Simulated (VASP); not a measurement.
Here is a VASP 6.6.1 calculation.

Contents of INCAR:

```
ALGO = Normal
EDIFF = 1E-6
ENCUT = 500
GGA = PS
GGA_COMPAT = False
ISIF = 2
ISMEAR = -1
LASPH = True
LCHARG = True
LELF = True
LREAL = False
LVHAR = True
LWAVE = False
NBANDS = 14
NELM = 120
PREC = Accurate
SIGMA = 0.05
```

File KPOINTS:

```
k-points
0
Gamma
  7 7 7
```

Contents of POSCAR:

```
NaCl
1.0
    0.0000000000      2.7940632177      2.7661225855
    2.7940632177      0.0000000000      2.7661225855
    2.7940632177      2.7940632177      0.0000000000
Cl Na
1 1
Direct
    0.5000000000      0.5000000000      0.5000000000
    0.0000000000      0.0000000000      0.0000000000
```

Potentials or basis: VASP PAW PBE potentials, release 64 (Cl, Na_pv).

Command:

```console
$ cat potpaw_PBE.64/Cl/POTCAR potpaw_PBE.64/Na_pv/POTCAR > POTCAR
$ mpirun -np 1 vasp_std > vasp.out
```

Q: What does it give for the band gap on the k mesh?

A: 5.07 eV.

Q: Predict the pressure.

A: 0.5 GPa.

Stress tensor (GPa, compression positive):
```
0.32 0.00 0.00
0.00 0.32 0.00
0.00 0.00 0.81
```

Caveat: the PAW data sets were made with another functional, which shifts forces and pressure a little.
